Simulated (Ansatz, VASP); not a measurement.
## Two plane-wave programs on BaS

```xyz
2
Lattice="0.0000 3.2834 3.2834 3.2834 0.0000 3.2834 3.2834 3.2834 0.0000" Properties=species:S:1:pos:R:3 pbc="T T T"
Ba    0.0000    0.0000    0.0000
S     3.2834    3.2834    3.2834
```

Alike in both runs: task single point; functional PBEsol; k mesh 8 × 8 × 8; occupations gaussian, width 0.02 eV; no spin polarisation.

|  | VASP | Ansatz |
| --- | --- | --- |
| version | VASP 6.6.1 | Ansatz 0.2.0 |
| potentials or method | VASP PAW PBE potentials, release 64 (Ba_sv, S), cutoff 520 eV | scalar-relativistic, plane waves, PAW |
| valence electrons in the cell | 16 | 16 |

```tsv
	VASP	Ansatz	Ansatz less VASP
gap on the k mesh at the Fermi level (eV)	2.11	2.19	+0.082
least direct gap on the mesh (eV)	2.29	2.35	+0.057
pressure (GPa)	-3.5	-4.0	-0.45
```

VASP's potentials were made for PBE, not for PBEsol. With one functional, cell and mesh, what is left measures potentials, basis and numerics.

Spin-orbit coupling is off throughout.
